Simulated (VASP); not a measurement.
# GaSb (CsCl type) (Pm-3m) in VASP: further runs, part 2 of 2

VASP 6.6.1. The steps go on from the part before.

### 3 Single point, PBE (volume scaled by 0.88)

INCAR reads:

```
SYSTEM = GaSb
ALGO     = Normal         ! electronic algorithm
EDIFF    = 1E-7           ! SCF threshold, eV
ENCUT    = 520            ! plane-wave cutoff, eV
GGA      = PE             ! functional
ISIF     = 2              ! what is computed and relaxed
ISMEAR   = -1             ! smearing method
LASPH    = .TRUE.         ! aspherical terms in the spheres
LCHARG   = .FALSE.        ! write CHGCAR
LREAL    = .FALSE.        ! projectors in reciprocal space
LWAVE    = .FALSE.        ! write WAVECAR
NBANDS   = 16             ! bands
NELM     = 100            ! most SCF steps
PREC     = Accurate       ! precision mode
SIGMA    = 0.1            ! smearing width, eV
```

KPOINTS reads:

```
k-points
0
G
  13 13 13
  0 0 0
```

POSCAR reads:

```
GaSb
1.0
    3.4615137090      0.0000000000      0.0000000000
    0.0000000000      3.4615137090      0.0000000000
    0.0000000000      0.0000000000      3.4615137090
Ga Sb
1 1
Direct
    0.0000000000      0.0000000000      0.0000000000
    0.5000000000      0.5000000000      0.5000000000
```

Potentials or basis: VASP PAW PBE potentials, release 64 (Ga_d, Sb).

Run with:

```console
$ cat potpaw_PBE.64/Ga_d/POTCAR potpaw_PBE.64/Sb/POTCAR > POTCAR
$ mpirun -np 1 vasp_std > vasp.out
```

OUTCAR:

```text
SYSTEM = GaSb
   EDIFF = 1E-7
   ENCUT = 520
   GGA = PE
   ISIF = 2
   ISMEAR = -1
   LASPH = .TRUE.
   LREAL = .FALSE.
   NELM = 100
   PREC = Accurate

 ion  position               nearest neighbor table
   1  0.000  0.000  0.000-   2 3.00   2 3.00   2 3.00   2 3.00   2 3.00   2 3.00   2 3.00   2 3.00

   2  0.500  0.500  0.500-   1 3.00   1 3.00   1 3.00   1 3.00   1 3.00   1 3.00   1 3.00   1 3.00

  LATTYP: Found a simple cubic cell.
 ALAT       =     3.4615137090

  Lattice vectors:

 A1 = (   3.4615137090,   0.0000000000,   0.0000000000)
 A2 = (   0.0000000000,   3.4615137090,   0.0000000000)
 A3 = (   0.0000000000,   0.0000000000,   3.4615137090)

Analysis of symmetry for initial positions (statically):
=====================================================================
 Subroutine PRICEL returns:
 Original cell was already a primitive cell.

 Routine SETGRP: Setting up the symmetry group for a
 simple cubic supercell.

 Subroutine GETGRP returns: Found 48 space group operations
[... 9 lines left out ...]

 Routine SETGRP: Setting up the symmetry group for a
 simple cubic supercell.

 Subroutine GETGRP returns: Found 48 space group operations
[... 11 lines left out ...]
                                     Primitive cell

  volume of cell :      41.4761

  direct lattice vectors                    reciprocal lattice vectors
     3.461513709  0.000000000  0.000000000     0.288890955  0.000000000  0.000000000
     0.000000000  3.461513709  0.000000000     0.000000000  0.288890955  0.000000000
     0.000000000  0.000000000  3.461513709     0.000000000  0.000000000  0.288890955

  length of vectors
     3.461513709  3.461513709  3.461513709     0.288890955  0.288890955  0.288890955

  position of ions in fractional coordinates (direct lattice)
     0.000000000  0.000000000  0.000000000
     0.500000000  0.500000000  0.500000000

  ion indices of the primitive-cell ions
   primitive index   ion index
                 1           1
                 2           2
[... 87 lines left out ...]
   ISMEAR =    -1;   SIGMA  =   0.10  broadening in eV -4-tet -1-fermi 0-gaus
   EFERMI_NEDOS =   21; number of points for ismear=-14 and -15
   IALGO  =     38    algorithm
   IMIX   =      4    mixing-type and parameters
     AMIX     =   0.40;   BMIX     =  1.00
     AMIX_MAG =   1.60;   BMIX_MAG =  1.00
  volume/ion in A,a.u.               =      20.74       139.95
  Fermi-wavevector in a.u.,A,eV,Ry     =   1.239461  2.342242 20.902142  1.536264
  Thomas-Fermi vector in A             =   2.373943
   LORBIT       =      0    0 simple, 1 ext, 2 COOP (PROOUT), +10 PAW based schemes
   GGA     = PE    functional components
   LHFCALC =     F    Hartree Fock is set to
   AEXX    =    0.0000 exact exchange contribution
   IVDW    =     0    specifies the selected vdW correction
   LEPSILON=     F    determine dielectric tensor
   LRPA    =     F    only Hartree local field effects (RPA)
 non-spin polarized calculation
  energy-cutoff  :      520.00
  volume of cell :       41.48
 maximum number of plane-waves:      1141
 NGX is ok and might be reduce to    28
   NGX = 13   NGY = 13   NGZ = 13

 number of electron      17.9999984 magnetization

 Free energy of the ion-electron system (eV)
  ---------------------------------------------------
  ext. energy  EPLUGINS =         0.00000000
  ---------------------------------------------------
  free energy    TOTEN  =        -6.66708767 eV

  energy without entropy =       -6.62752289  energy(sigma->0) =       -6.64730528

 E-fermi :   8.4947     XC(G=0): -11.0205

 val. band max:        8.4701602770   @ k =   0.3846   0.2308   0.2308
 cond. band min:       8.5093137351   @ k =   0.3846   0.0769   0.0000
 fundamental gap:      0.0391534581
 Fermi energy:         8.4946885295

 k-point     1 :       0.0000    0.0000    0.0000
  band No.  band energies     occupation
      1      -6.5110      2.00000
      2      -6.5110      2.00000
      3      -6.4395      2.00000
      4      -6.4395      2.00000
      5      -6.4395      2.00000
      6      -4.6030      2.00000
[... 433 lines left out ...]
      3      -6.4642      2.00000
      4      -6.4562      2.00000
      5      -6.4212      2.00000
      6      -1.7051      2.00000
[... 8 lines left out ...]
     15      18.1382      0.00000
     16      19.5145      0.00000

 [... further k-points ...]

------------------------ aborting loop because EDIFF is reached ----------------------------------------

  FORCE on cell =-STRESS in cart. coord.  units (eV):
  Direction    XX          YY          ZZ          XY          YZ          ZX
  --------------------------------------------------------------------------------------
  -------------------------------------------------------------------------------------
  Total        2.2466382      2.2466382      2.2466382      0.0000000      0.0000000     -0.0000000
  in kB       86.7851764     86.7851764     86.7851764      0.0000000      0.0000000     -0.0000000
  external PRESSURE =      86.7851764 kB  Pullay stress =       0.0000000 kB

 VOLUME and BASIS-vectors are now :
 -----------------------------------------------------------------------------
  energy-cutoff  :      520.00
  volume of cell :       41.48
      direct lattice vectors                 reciprocal lattice vectors
     3.461513709  0.000000000  0.000000000     0.288890955  0.000000000  0.000000000
     0.000000000  3.461513709  0.000000000     0.000000000  0.288890955  0.000000000
     0.000000000  0.000000000  3.461513709     0.000000000  0.000000000  0.288890955

 POSITION                                       TOTAL-FORCE (eV/Angst)
 -----------------------------------------------------------------------------------
      0.00000      0.00000      0.00000         0.000000      0.000000      0.000000
      1.73076      1.73076      1.73076         0.000000      0.000000      0.000000
 -----------------------------------------------------------------------------------
    total drift:                               -0.000000     -0.000000     -0.000000

  FREE ENERGIE OF THE ION-ELECTRON SYSTEM (eV)
  ---------------------------------------------------
  free  energy   TOTEN  =        -6.6670876664 eV

  energy  without entropy=       -6.6275228944  energy(sigma->0) =       -6.64730528
```

Run time: 35 s. Hardware: 1 thread of Intel Xeon Platinum 8375C at 2.90GHz (Ice Lake), shared host; peak memory 0.2 GiB.

Results:

- Free energy: -6.6671 eV
- Pressure: 8.7 GPa
- Band gap on the k mesh: zero (band 9 reaches 10.36 eV, above the bottom of band 10 at 5.66 eV)

Caveat: spin-orbit coupling is left out, which moves the levels of the heavy elements.

### 4 Single point, PBE (volume scaled by 0.88)

INCAR reads:

```
  PREC = Accurate
  ENCUT = 520
  EDIFF = 1E-6
  ISMEAR = -1
  SIGMA = 0.1
  LREAL = F
  LASPH = T
  NELM = 80
  ALGO = Normal
  ISIF = 2
  LWAVE = F
  LCHARG = T
  GGA = PE
  LELF = T
  LVHAR = T
  NBANDS = 16
```

KPOINTS reads:

```
Automatic mesh
0
Gamma
  13 13 13
```

POSCAR is that of step 3.

Run with:

```console
$ cat potpaw_PBE.64/Ga_d/POTCAR potpaw_PBE.64/Sb/POTCAR > POTCAR
$ mpirun -np 1 vasp_std > vasp.out
```

It took 28 s on 1 thread of Intel Xeon Platinum 8375C at 2.90GHz (Ice Lake), shared host; peak memory 0.2 GiB.

Results (log left out):

- Free energy: -6.6671 eV
- Pressure: 8.6 GPa
- Band gap on the k mesh: zero (band 9 reaches 10.36 eV, above the bottom of band 10 at 5.66 eV)

Levels at points of the mesh, in eV from the Fermi level:
```csv
k point,band 5,band 6,band 7,band 8,band 9,band 10,band 11,band 12,band 13,band 14
"(0.00, 0.00, 0.00)",-14.93,-13.10,-1.46,-0.71,-0.71,-0.71,3.94,3.94,9.76,9.76
```

Caveat: spin-orbit coupling is left out, which moves the levels of the heavy elements.
